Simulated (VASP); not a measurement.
# ZrB (Fm-3m) in VASP: a series of runs, part 2 of 2

VASP 6.6.1. The steps go on from the part before.

## 5. The runs side by side

```tsv
task	level	spin	cell	cutoff (eV)	smearing	gap on the mesh (eV)	pressure (GPa)
relaxation of cell and atoms	BLYP+D4	off	relaxed	600	fermi-dirac 0.05 eV	none	0.0
single point	RPBE	non-collinear, zero start, SOC	as given	520	methfessel-paxton 0.1 eV	-	37.8
single point	PBE	off	as given	520	gaussian 0.013 eV	none	34.6
```

Alike in all rows: potentials or basis VASP PAW PBE potentials, release 64 (Zr_sv, B); k mesh 10 × 10 × 10.

Caveats: the PAW data sets were made with another functional, which shifts forces and pressure a little (some runs); pairwise dispersion overbinds metals, which lowers pressure and volume (some runs).

Total energies depend on the potentials used, so only differences within one code and one set of settings carry meaning.
